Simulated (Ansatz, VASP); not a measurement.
## Sn2Te in VASP and in Ansatz

INCAR

```
SYSTEM = Sn2Te
PREC = Accurate
ENCUT = 600
EDIFF = 1E-7
ISMEAR = 0
SIGMA = 0.1
LREAL = .FALSE.
LASPH = .TRUE.
NELM = 60
ALGO = Fast
ISIF = 3
LWAVE = .FALSE.
LCHARG = .FALSE.
GGA = PE
IBRION = 2
NSW = 100
EDIFFG = -0.01
```

File KPOINTS:

```
Automatic mesh
0
G
  6 6 6
  0 0 0
```

File POSCAR:

```
Sn2Te
1.0
    0.0000000000      5.0491984693      5.5801867697
    3.1210593153      0.0000000000      5.5801867697
    3.1210593153      5.0491984693      0.0000000000
Sn Te
4 2
Direct
    0.0763795195      0.4236204805      0.0763795195
    0.4236204805      0.0763795195      0.4236204805
    0.1736204805      0.8263795195      0.1736204805
    0.8263795195      0.1736204805      0.8263795195
    0.7500000000      0.7500000000      0.7500000000
    0.5000000000      0.5000000000      0.5000000000
```

Input for Ansatz:

```yaml
crystal:
  lattice:
    - [0.0, 5.0491984693, 5.5801867697]
    - [3.1210593153, 0.0, 5.5801867697]
    - [3.1210593153, 5.0491984693, 0.0]
  atoms:
    - { symbol: Sn, position: [0.0763795195, 0.4236204805, 0.0763795195] }
    - { symbol: Sn, position: [0.4236204805, 0.0763795195, 0.4236204805] }
    - { symbol: Sn, position: [0.1736204805, 0.8263795195, 0.1736204805] }
    - { symbol: Sn, position: [0.8263795195, 0.1736204805, 0.8263795195] }
    - { symbol: Te, position: [0.75, 0.75, 0.75] }
    - { symbol: Te, position: [0.5, 0.5, 0.5] }
basis:
  ecutwfc: 420
kpoints:
  mp_grid: { grid: [6, 6, 6] }
hamiltonian:
  xc: pbe
scf:
  occupations: { method: gaussian, width: 0.1 }
output:
  forces: true
  stress: true
  eigenvalues: true
relax:
  adjacent_minimum: "off"
  f_tol: 0.01
  max_steps: 80
  cell: { stress_tol: 0.05 }
```

Change from the starting cell: species swapped into the Ga2Os type (Fddd, No. 70).

Alike in both runs: task relaxation of cell and atoms; functional PBE; k mesh 6 × 6 × 6; occupations gaussian, width 0.1 eV; no spin polarisation.

|  | VASP | Ansatz |
| --- | --- | --- |
| version | VASP 6.6.1 | Ansatz 0.2.0 |
| potentials or method | VASP PAW PBE potentials, release 64 (Sn_d, Te), cutoff 600 eV | scalar-relativistic, plane waves, PAW |
| valence electrons in the cell | 68 | 88 |

|  | VASP | Ansatz | Ansatz less VASP |
| --- | --- | --- | --- |
| gap on the k mesh at the Fermi level, each at its own relaxed structure (eV) | none | none | - |
| relaxed volume (Å³/atom) | 30.85 | 30.89 | +0.048 |
| relaxed length of the cell vector where the two differ most in proportion (Å) | 6.535 | 6.552 | +0.0170 |

A gap of «none» marks a metal or a gap that the smearing closes. VASP's potentials hold 68 valence electrons a cell and Ansatz's 88, so a difference there can come from the potentials and not from the codes.

Neither program's run includes spin-orbit coupling.
